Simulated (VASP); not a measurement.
## Sb: relaxation of cell and atoms with PBE

Sb:

```
Sb
1.0
     2.15420    1.24373    3.75800
    -2.15420    1.24373    3.75800
     0.00000   -2.48746    3.75800
Sb
2
Direct
  0.76651 0.76651 0.76651
  0.23349 0.23349 0.23349
```

```
Program                : VASP 6.6.1
Task                   : relaxation of cell and atoms
Functional             : PBE
Potentials or basis    : VASP PAW PBE potentials, release 64 (Sb)
Cutoff                 : 600 eV
k mesh                 : 8 × 8 × 8
Occupations            : fermi-dirac, width 0.05 eV
Spin                   : no spin polarisation
Dipole correction      : no
Further INCAR settings : ALGO = Normal; EDIFF = 1e-07; IBRION = 2; EDIFFG = -0.01; NSW = 60; ISIF = 3
```

* Relaxed volume: 31.83 Å³/atom
* Relaxed cell: a = 4.589 Å, b = 4.589 Å, c = 4.589 Å, α = 57.03°, β = 57.03°, γ = 57.03°
* Space group after relaxing (to 0.1 Å): R-3m (No. 166)
* Energy gained by relaxing: 12.6 meV/atom
* Ionic steps: 8
* Pressure after relaxing: 0.0 GPa
* Band gap on the k mesh: zero (bands 5 and 6 overlap by 0.28 eV)

Forces in eV/Å, atoms in the order of the input:
```
Sb   0.000  0.000 -0.002
Sb   0.000  0.000  0.002
```

Step by step:
| step | energy change (eV) | largest force (eV/Å) | pressure (GPa) | volume (Å³) |
| --- | --- | --- | --- | --- |
| 1 | 0.0000 | 0.2010 | 2.76 | 60.41 |
| 2 | -0.0137 | 0.2461 | -1.49 | 65.08 |
| 3 | -0.0240 | 0.0810 | 0.05 | 63.15 |
| 4 | -0.0245 | 0.0570 | 0.04 | 63.27 |
| 5 | -0.0249 | 0.0142 | 0.02 | 63.48 |
| 6 | -0.0250 | 0.0015 | 0.01 | 63.54 |
| 7 | -0.0251 | 0.0000 | 0.01 | 63.59 |
| 8 | -0.0252 | 0.0024 | 0.02 | 63.66 |

Final structure:
```cif
data_structure
_symmetry_space_group_name_H-M 'P 1'
_symmetry_Int_Tables_number 1
_cell_length_a 4.5892
_cell_length_b 4.5892
_cell_length_c 4.5892
_cell_angle_alpha 57.028
_cell_angle_beta 57.028
_cell_angle_gamma 57.028
_cell_volume 63.66
loop_
_atom_site_label
_atom_site_type_symbol
_atom_site_fract_x
_atom_site_fract_y
_atom_site_fract_z
_atom_site_occupancy
Sb1 Sb 0.76719 0.76719 0.76719 1
Sb2 Sb 0.23281 0.23281 0.23281 1
```

Levels at points of the mesh, in eV from the Fermi level:
```csv
k point,band 1,band 2,band 3,band 4,band 5,band 6,band 7,band 8,band 9
"(0.00, 0.00, 0.00)",-12.39,-5.11,-1.98,-1.77,-1.77,1.92,2.54,2.54,5.10
"(0.50, 0.00, 0.00)",-10.19,-9.45,-1.93,-1.81,-0.33,-0.28,0.19,0.55,7.42
"(0.50, 0.50, 0.00)",-10.21,-8.01,-5.17,-3.56,-3.50,1.60,4.62,5.26,6.43
"(0.50, 0.50, 0.50)",-11.00,-8.76,-1.32,-1.32,-0.63,0.17,0.17,1.01,6.80
```

Wall time 4.6 min on 1 thread of AMD EPYC 7R43 64-Core Processor (Zen 3), with other jobs on the host, peak memory 0.2 GiB.

Caveat: spin-orbit coupling is left out, which moves the levels of the heavy elements. PBE usually gives volumes a little too large and moduli too small.
